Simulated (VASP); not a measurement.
Write the native input for VASP 6.6.1 that does the following.

* Task: single point
* Functional: LDA
* Potentials or basis: VASP PAW LDA potentials, release 64 (Li_sv, Pb_d)
* Cutoff: 520 eV
* k mesh: 6 × 6 × 6
* Occupations: fermi-dirac, width 0.1 eV
* Spin: no spin polarisation
* Dipole correction: no
* Further INCAR settings: ALGO = Normal; EDIFF = 1e-06; NBANDS = 20

The structure of Li3Pb lies in POSCAR:

```
Li3Pb
1.0
    0.0000000000      3.3435000000      3.3435000000
    3.3435000000      0.0000000000      3.3435000000
    3.3435000000      3.3435000000      0.0000000000
Li Pb
3 1
Direct
    0.5000000000      0.5000000000      0.5000000000
    0.2500000000      0.2500000000      0.2500000000
    0.7500000000      0.7500000000      0.7500000000
    0.0000000000      0.0000000000      0.0000000000
```

One way to write it, as run:

INCAR

```
SYSTEM = Li3Pb
PREC = Accurate
ENCUT = 520
EDIFF = 1E-6
ISMEAR = -1
SIGMA = 0.1
LREAL = .FALSE.
LASPH = .TRUE.
NELM = 60
ALGO = Normal
ISIF = 2
LWAVE = .FALSE.
LCHARG = .TRUE.
LELF = .TRUE.
LVHAR = .TRUE.
NBANDS = 20
```

KPOINTS

```
regular mesh
0
G
  6 6 6
  0 0 0
```

Potentials or basis: VASP PAW LDA potentials, release 64 (Li_sv, Pb_d).

Command:

```sh
$ cat potpaw_LDA.64/Li_sv/POTCAR potpaw_LDA.64/Pb_d/POTCAR > POTCAR
$ mpirun -np 1 vasp_std > vasp.out
```

Results of the run:

* Band gap on the k mesh: zero (an odd number of electrons rules out a gap without spin polarisation)

Caveat: spin-orbit coupling is left out, which moves the levels of the heavy elements.

Run time: 17 s on 1 thread of Intel(R) Xeon(R) Platinum 8259CL CPU @ 2.50GHz (Skylake/Cascade Lake), with other jobs on the host, peak memory 0.18 GiB.
